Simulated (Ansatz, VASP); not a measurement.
**One calculation of H14SO6, two programs**

```
O H S
1.0
     5.76900    0.00000    0.00000
     0.00000    5.76900    0.00000
     0.00000    0.00000    5.76900
O H S
6 14 1
Direct
  0.85495 0.94893 0.69128
  0.47851 0.60380 0.45028
  0.01822 0.51407 0.62030
  0.52426 0.22800 0.82533
  0.78148 0.90891 0.24046
  0.26756 0.16804 0.43657
  0.85719 0.97687 0.52197
  0.83502 0.77840 0.69432
  0.58981 0.69690 0.35877
  0.43864 0.46603 0.35883
  0.16409 0.59464 0.58466
  0.05064 0.36215 0.54984
  0.65806 0.12825 0.77300
  0.55845 0.38762 0.77670
  0.73031 0.03840 0.14453
  0.92945 0.85245 0.16875
  0.25440 0.01200 0.37226
  0.35426 0.15537 0.58629
  0.37338 0.96472 0.05007
  0.13116 0.87911 0.83682
  0.25351 0.76427 0.00603
```

Alike in both runs: functional PBEsol; k mesh 1 × 1 × 1; occupations fermi-dirac, width 0.02 eV; no spin polarisation.

Ansatz relaxed the structure, and its values are those at the end. VASP's run is a single point on that final structure, the one shown.

|  | VASP | Ansatz |
| --- | --- | --- |
| version | VASP 6.6.1 | Ansatz 0.2.0 |
| potentials or method | VASP PAW PBE potentials, release 64 (O_h, H_h, S), cutoff 910 eV | scalar-relativistic, plane waves, PAW |
| valence electrons in the cell | 56 | 56 |

```csv
,VASP,Ansatz,Ansatz less VASP
rms of the force components (eV/Å),0.071,0.065,-0.0059
```

VASP's potentials were made for PBE, not for PBEsol.

Noted on VASP's run: the cutoff is short for stress, so the pressure is rough.
